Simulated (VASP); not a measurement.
Wanted: the native input for a VASP 6.6.1 run.

```
Task                   : single point
Functional             : PBE
Potentials or basis    : VASP PAW PBE potentials, release 64 (Mg, O)
Cutoff                 : 520 eV
k mesh                 : 10 × 10 × 10
Occupations            : gaussian, width 0.05 eV
Spin                   : no spin polarisation
Dipole correction      : no
Further INCAR settings : ALGO = Normal; EDIFF = 1e-06; NBANDS = 11
```

The structure of MgO lies in POSCAR:

```
MgO
1.0
    0.0000000000      2.0205767601      2.2332690507
    2.0205767601      0.0000000000      2.2332690507
    2.0205767601      2.0205767601      0.0000000000
Mg O
1 1
Direct
    0.0000000000      0.0000000000      0.0000000000
    0.5000000000      0.5000000000      0.5000000000
```

This cell differs from its parent crystal: strain -0.050 along x and y, +0.050 along z.

One way to write it, as run:

INCAR

```
SYSTEM = MgO
ALGO = Normal ; EDIFF = 1E-6
ENCUT = 520 ; GGA = PE
ISIF = 2 ; ISMEAR = 0
LASPH = .True. ; LCHARG = .False.
LREAL = .False. ; LWAVE = .False.
NBANDS = 11 ; NELM = 80
PREC = Accurate ; SIGMA = 0.05
```

KPOINTS

```
k-points
0
Gamma
  10 10 10
  0 0 0
```

Potentials or basis: VASP PAW PBE potentials, release 64 (Mg, O).

Launch:

```console
$ cat potpaw_PBE.64/Mg/POTCAR potpaw_PBE.64/O/POTCAR > POTCAR
$ mpirun -np 1 vasp_std > vasp.out
```

Results of the run:

```json
{"Pressure": "11.6 GPa", "Band gap on the k mesh": "4.80 eV, direct"}
```

Caveat: the cell differs from its parent crystal (strain -0.050 along x and y, +0.050 along z).

Wall time 6.9 s on 1 thread of Intel(R) Xeon(R) 6975P-C (Granite Rapids), with other jobs on the host, peak memory 0.15 GiB.
